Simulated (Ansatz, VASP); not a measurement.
## Two plane-wave programs on ZnSe

```
Zn Se
1.0
     0.00000    2.78368    2.78368
     2.78368    0.00000    2.78368
     2.78368    2.78368    0.00000
Zn Se
1 1
Cartesian
  0.0000 0.0000 0.0000
  1.3918 1.3918 1.3918
```

Alike in both runs: task single point; functional LDA; k mesh 8 × 8 × 8; occupations gaussian, width 0.02 eV; no spin polarisation.

|  | VASP | Ansatz |
| --- | --- | --- |
| version | VASP 6.6.1 | Ansatz 0.2.0 |
| potentials or method | VASP PAW LDA potentials, release 64 (Zn, Se), cutoff 500 eV | scalar-relativistic, plane waves, PAW |
| valence electrons in the cell | 18 | 28 |

Ansatz gave:

```
gap on the k mesh at the Fermi level (eV) : 1.25
least direct gap on the mesh (eV)         : 1.25
pressure (GPa)                            : 0.0
```

Task: Which values does VASP return?

Result: gap on the k mesh at the Fermi level (eV): 1.29; least direct gap on the mesh (eV): 1.29; pressure (GPa): 0.4.

Ansatz warns that its potentials were made for another functional, while VASP's fit it. LDA's correlation is that of Perdew and Zunger in VASP and of Perdew and Wang (1992) in Ansatz. VASP's potentials hold 18 valence electrons a cell and Ansatz's 28, so a difference there can come from the potentials and not from the codes.
